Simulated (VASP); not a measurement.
InGa3As4: single point with PBE

InGa3As4:

```
CELL_PARAMETERS angstrom
5.85778 0.00000 0.00000
0.00000 5.85778 0.00000
0.00000 0.00000 5.85778
ATOMIC_POSITIONS crystal
In 0.00000 0.00000 0.00000
Ga 0.50000 0.00000 0.50000
Ga 0.50000 0.50000 0.00000
Ga 0.00000 0.50000 0.50000
As 0.25937 0.74063 0.74063
As 0.25937 0.25937 0.25937
As 0.74063 0.74063 0.25937
As 0.74063 0.25937 0.74063
```

```yaml
Program: VASP 6.6.1
Task: single point
Functional: PBE
Potentials_or_basis: VASP PAW PBE potentials, release 64 (In_d, Ga_d, As)
Cutoff: 520 eV
k_mesh: 6 × 6 × 6
Occupations: gaussian, width 0.1 eV
Spin: no spin polarisation
Dipole_correction: no
Further_INCAR_settings: ALGO = Normal; EDIFF = 1e-06; NBANDS = 46
```

| Item | Value |
| --- | --- |
| Pressure | 0.2 GPa |
| Largest force | 0.016 eV/Å |
| Band gap on the k mesh | zero (filled and empty bands touch) |

Forces on the atoms (eV/Å):
```
In   0.000  0.000  0.000
Ga   0.000  0.000  0.000
Ga   0.000  0.000  0.000
Ga   0.000  0.000  0.000
As  -0.009  0.009  0.009
As  -0.009 -0.009 -0.009
As   0.009  0.009 -0.009
As   0.009 -0.009  0.009
```

Levels at points of the mesh, in eV from the Fermi level:
| k point | band 33 | band 34 | band 35 | band 36 | band 37 | band 38 | band 39 | band 40 |
| --- | --- | --- | --- | --- | --- | --- | --- | --- |
| (0.00, 0.00, 0.00) | -2.40 | -0.19 | -0.05 | -0.05 | -0.05 | 1.55 | 1.55 | 1.55 |
| (0.50, 0.00, 0.00) | -1.70 | -1.70 | -1.35 | -1.35 | 1.95 | 2.03 | 2.82 | 3.08 |
| (0.50, 0.50, 0.00) | -1.43 | -1.14 | -0.98 | -0.98 | 2.24 | 2.24 | 2.75 | 2.76 |
| (0.50, 0.50, 0.50) | -1.15 | -0.83 | -0.83 | -0.83 | 0.65 | 0.65 | 0.65 | 1.17 |

Run time: 7.5 min on 1 thread of AMD EPYC 7R13, with other jobs on the host, peak memory 0.4 GiB.

Caveat: spin-orbit coupling is left out, which moves the levels of the heavy elements.
